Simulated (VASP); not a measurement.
# Cu16NO in VASP: single point with PBEsol

Aim: the single point of Cu16NO with PBEsol.

Everything below comes from runs of VASP 6.6.1. Logs are shortened: lines on timing, memory, paths and dates and some standing lists are left out, and cuts for length are marked.

### 1 The cell of the first run

The cell holds a slab with vacuum, 18 atoms: a = 5.105 Å, b = 5.105 Å, c = 17.415 Å, α = 90.00°, β = 90.00°, γ = 90.00°.

### 2 Single point, PBEsol

INCAR

```
ALGO     = Normal         # electronic algorithm
EDIFF    = 1E-6           # SCF threshold, eV
ENCUT    = 520            # plane-wave cutoff, eV
GGA      = PS             # functional
ISIF     = 2              # what is computed and relaxed
ISMEAR   = 0              # smearing method
LASPH    = True           # aspherical terms in the spheres
LCHARG   = False          # write CHGCAR
LREAL    = Auto         
LWAVE    = False          # write WAVECAR
NBANDS   = 108            # bands
NELM     = 100            # most SCF steps
PREC     = Accurate       # precision mode
SIGMA    = 0.1            # smearing width, eV
```

KPOINTS

```
k-points
0
Gamma
  3 3 1
```

POSCAR

```
Cu16NO
1.0
    5.1053110000      0.0000000000      0.0000000000
    0.0000000000      5.1053110000      0.0000000000
    0.0000000000      0.0000000000     17.4150000000
Cu N O
16 1 1
Direct
    0.2500000000      0.2500000000      0.0574217600
    0.7499999900      0.2500000000      0.0574217600
    0.2500000000      0.7499999900      0.0574217600
    0.7499999900      0.7499999900      0.0574217600
    0.0025203260     -0.0023346015      0.1549860235
    0.4974262380     -0.0023240475      0.1549836860
    0.0025153270      0.5023732968      0.1549846548
    0.4974316124      0.5023621343      0.1549805495
    0.2499440576      0.2500482428      0.2577020245
    0.7499417094      0.2500393225      0.2519244148
    0.2498997055      0.7500452045      0.2622525297
    0.7498880584      0.7500374981      0.2555794060
    0.0068491940      0.0136420642      0.3635148605
    0.4929231958      0.0136149287      0.3635221210
    0.0068496282      0.4864902789      0.3635113119
    0.4929350057      0.4865055274      0.3635170681
    0.7498990158      0.7500678535      0.3676122100
    0.7498583792      0.2500588843      0.4153760838
```

Potentials or basis: VASP PAW PBE potentials, release 64 (Cu, N, O).

Started as:

```sh
$ cat potpaw_PBE.64/Cu/POTCAR potpaw_PBE.64/N/POTCAR potpaw_PBE.64/O/POTCAR > POTCAR
$ mpirun -np 1 vasp_std > vasp.out
```

OUTCAR:

```text
EDIFF = 1E-6
   ENCUT = 520
   GGA = PS
   ISIF = 2
   ISMEAR = 0
   LASPH = True
   LREAL = Auto
   NELM = 100
   PREC = Accurate

 ion  position               nearest neighbor table
   1  0.250  0.250  0.057-   6 2.48   8 2.48   5 2.48   7 2.48   2 2.55   3 2.55   3 2.55   2 2.55

   2  0.750  0.250  0.057-   5 2.49   7 2.49   6 2.49   8 2.49   1 2.55   4 2.55   1 2.55   4 2.55

   3  0.250  0.750  0.057-   8 2.47   6 2.47   7 2.47   5 2.47   1 2.55   4 2.55   1 2.55   4 2.55

   4  0.750  0.750  0.057-   7 2.48   8 2.48   5 2.48   6 2.48   2 2.55   3 2.55   3 2.55   2 2.55

   5  0.003  0.998  0.155-   3 2.47   1 2.48   4 2.48  10 2.48   2 2.49  12 2.52   6 2.53   7 2.53
                             9 2.54   7 2.58   6 2.58  11 2.59
   6  0.497  0.998  0.155-   3 2.47   1 2.48   4 2.48  10 2.48   2 2.49  12 2.52   5 2.53   8 2.53
                             9 2.54   8 2.58   5 2.58  11 2.59
   7  0.003  0.502  0.155-   3 2.47   1 2.48   4 2.48  10 2.48   2 2.49  12 2.52   8 2.53   5 2.53
                             9 2.54   5 2.58   8 2.58  11 2.59
   8  0.497  0.502  0.155-   3 2.47   1 2.48   4 2.48  10 2.48   2 2.49  12 2.52   7 2.53   6 2.53
                             9 2.54   6 2.58   7 2.58  11 2.59
   9  0.250  0.250  0.258-  14 2.53  16 2.53  13 2.53  15 2.53   7 2.54   5 2.54   8 2.54   6 2.54
                            11 2.55  11 2.55  10 2.55  10 2.55
  10  0.750  0.250  0.252-   8 2.48   6 2.48   7 2.48   5 2.48  12 2.55  12 2.55   9 2.55   9 2.55
                            13 2.64  15 2.64  14 2.64  16 2.64
  11  0.250  0.750  0.262-  16 2.54  15 2.54  14 2.54  13 2.54   9 2.55   9 2.55  12 2.56  12 2.56
                             5 2.59   7 2.59   6 2.59   8 2.59
  12  0.750  0.750  0.256-  17 1.95   6 2.52   8 2.52   5 2.52   7 2.52  10 2.55  10 2.55  11 2.56
                            11 2.56  15 2.66  16 2.66  13 2.66  14 2.66
  13  0.007  0.014  0.364-  17 1.88  18 2.00  15 2.41  14 2.48   9 2.53  11 2.54  14 2.62  10 2.64
                            12 2.66  15 2.69
  14  0.493  0.014  0.364-  17 1.88  18 2.00  16 2.41  13 2.48   9 2.53  11 2.54  13 2.62  10 2.64
                            12 2.66  16 2.69
  15  0.007  0.486  0.364-  17 1.88  18 2.00  13 2.41  16 2.48   9 2.53  11 2.54  16 2.62  10 2.64
                            12 2.66  13 2.69
  16  0.493  0.487  0.364-  17 1.88  18 2.00  14 2.41  15 2.48   9 2.53  11 2.54  15 2.62  10 2.64
                            12 2.66  14 2.69
  17  0.750  0.750  0.368-  14 1.88  13 1.88  16 1.88  15 1.88  12 1.95
  18  0.750  0.250  0.415-  14 2.00  16 2.00  13 2.00  15 2.00

  LATTYP: Found a simple tetragonal cell.
 ALAT       =     5.1053110000
 C/A-ratio  =     3.4111536006

  Lattice vectors:

 A1 = (   5.1053110000,   0.0000000000,   0.0000000000)
 A2 = (   0.0000000000,   5.1053110000,   0.0000000000)
 A3 = (   0.0000000000,   0.0000000000,  17.4150000000)

Analysis of symmetry for initial positions (statically):
=====================================================================
 Subroutine PRICEL returns:
[... 151 lines left out ...]
   EFERMI_NEDOS =   21; number of points for ismear=-14 and -15
   IALGO  =     38    algorithm
   IMIX   =      4    mixing-type and parameters
     AMIX     =   0.40;   BMIX     =  1.00
     AMIX_MAG =   1.60;   BMIX_MAG =  1.00
  volume/ion in A,a.u.               =      25.22       170.17
  Fermi-wavevector in a.u.,A,eV,Ry     =   1.218146  2.301962 20.189414  1.483880
  Thomas-Fermi vector in A             =   2.353443
   LORBIT       =      0    0 simple, 1 ext, 2 COOP (PROOUT), +10 PAW based schemes
   GGA     = PS    functional components
   LHFCALC =     F    Hartree Fock is set to
   AEXX    =    0.0000 exact exchange contribution
   IVDW    =     0    specifies the selected vdW correction
   LEPSILON=     F    determine dielectric tensor
   LRPA    =     F    only Hartree local field effects (RPA)
 non-spin polarized calculation
 Gauss-broadening in eV      SIGMA  =   0.10
  energy-cutoff  :      520.00
  volume of cell :      453.91
 maximum number of plane-waves:     12269
 NGX is ok and might be reduce to    40
   NGX = 19   NGY = 19   NGZ = 65

 number of electron     186.9999852 magnetization

 Free energy of the ion-electron system (eV)
  ---------------------------------------------------
  ext. energy  EPLUGINS =         0.00000000
  ---------------------------------------------------
  free energy    TOTEN  =       -77.40484338 eV

  energy without entropy =      -77.36550155  energy(sigma->0) =      -77.38517247

 E-fermi :   0.4423     XC(G=0):  -6.5818

 val. band max:        0.4317921485   @ k =   0.0000   0.0000   0.0000
 cond. band min:       0.4430432267   @ k =   0.0000   0.3333   0.0000
 fundamental gap:      0.0112510782
 Fermi energy:         0.4423250656

 k-point     1 :       0.0000    0.0000    0.0000
  band No.  band energies     occupation
      1     -17.7250      2.00000
      2     -14.9638      2.00000
      3      -8.3347      2.00000
      4      -6.7182      2.00000
      5      -6.3573      2.00000
      6      -6.2738      2.00000
[... 529 lines left out ...]
    104       5.0602      0.00000
    105       5.1924      0.00000
 [bands above 105 left out]

------------------------ aborting loop because EDIFF is reached ----------------------------------------

  FORCE on cell =-STRESS in cart. coord.  units (eV):
  Direction    XX          YY          ZZ          XY          YZ          ZX
  --------------------------------------------------------------------------------------
  -------------------------------------------------------------------------------------
  Total       -5.2328791     -2.3415202      0.5870289      0.0003738     -0.0043345      0.0077214
  in kB      -18.4707019     -8.2649573      2.0720593      0.0013193     -0.0152998      0.0272545
  external PRESSURE =      -8.2212000 kB  Pullay stress =       0.0000000 kB

 VOLUME and BASIS-vectors are now :
 -----------------------------------------------------------------------------
  energy-cutoff  :      520.00
  volume of cell :      453.91
      direct lattice vectors                 reciprocal lattice vectors
     5.105311000  0.000000000  0.000000000     0.195874453  0.000000000  0.000000000
     0.000000000  5.105311000  0.000000000     0.000000000  0.195874453  0.000000000
     0.000000000  0.000000000 17.415000000     0.000000000  0.000000000  0.057421763

 POSITION                                       TOTAL-FORCE (eV/Angst)
 -----------------------------------------------------------------------------------
      1.27633      1.27633      1.00000        -0.000486      0.000200     -0.020130
      3.82898      1.27633      1.00000        -0.000196      0.000126      0.045734
      1.27633      3.82898      1.00000        -0.000397      0.000300     -0.128140
      3.82898      3.82898      1.00000        -0.000325      0.000342     -0.045362
      0.01287      5.09339      2.69908         0.001702     -0.002136      0.005186
      2.53952      5.09345      2.69904        -0.002009     -0.002475      0.005098
[... 10 lines left out ...]
      3.82847      3.82933      6.40197         0.000127     -0.000357      0.020301
      3.82826      1.27663      7.23377         0.000454      0.000280      0.052477
 -----------------------------------------------------------------------------------
    total drift:                                0.000043      0.000216     -0.001625

  FREE ENERGIE OF THE ION-ELECTRON SYSTEM (eV)
  ---------------------------------------------------
  free  energy   TOTEN  =       -77.4048433784 eV

  energy  without entropy=      -77.3655015519  energy(sigma->0) =      -77.38517247
```

stdout:

```text
POSCAR found type information on POSCAR CuN O
 POSCAR found :  3 types and      18 ions
 scaLAPACK will be used
 -----------------------------------------------------------------------------
|                                                                             |
|                                                                             |
|     You enforced a specific xc type in the INCAR file but a different       |
|     I HOPE YOU KNOW WHAT YOU ARE DOING!                                     |
|                                                                             |
 -----------------------------------------------------------------------------

 LDA part: xc-table for (Slater+PW92), standard interpolation
 POSCAR, INCAR and KPOINTS ok, starting setup
 FFT: planning ... GRIDC
 FFT: planning ... GRID_SOFT
 FFT: planning ... GRID
 WAVECAR not read
 entering main loop
```

It took 13 min on 1 thread of Intel Xeon Platinum 8124M at 3.00GHz (Skylake/Cascade Lake), shared host; peak memory 0.59 GiB.

What came out:

```yaml
Free_energy: -77.4048 eV
Largest_force: 0.128 eV/Å
Band_gap_on_the_k_mesh: zero (an odd number of electrons rules out a gap without spin polarisation)
```

Forces in eV/Å, atoms in the order of the input:
```
Cu   0.000  0.000 -0.020
Cu   0.000  0.000  0.046
Cu   0.000  0.000 -0.128
Cu   0.000  0.000 -0.045
Cu   0.002 -0.002  0.005
Cu  -0.002 -0.002  0.005
Cu   0.002  0.002  0.005
Cu  -0.002  0.002  0.006
Cu   0.000  0.000 -0.004
Cu   0.000  0.000  0.020
Cu   0.000  0.000 -0.001
Cu   0.001  0.000 -0.031
Cu   0.057  0.005  0.017
Cu  -0.056  0.005  0.017
Cu   0.057 -0.005  0.018
Cu  -0.057 -0.005  0.017
N    0.000  0.000  0.020
O    0.000  0.000  0.052
```

Caveat: the k points lie up to 0.41 Å⁻¹ apart, too coarse for converged energies and pressures of a metal; there is no dipole correction, which matters where the two faces differ; the PAW data sets were made with another functional, which shifts forces and pressure a little; an odd number of electrons without spin polarisation forces a metal; a magnetic or distorted state may lie lower. With open d or f shells a metallic result of PBEsol can be an artefact of self-interaction; +U or a hybrid may open a gap.
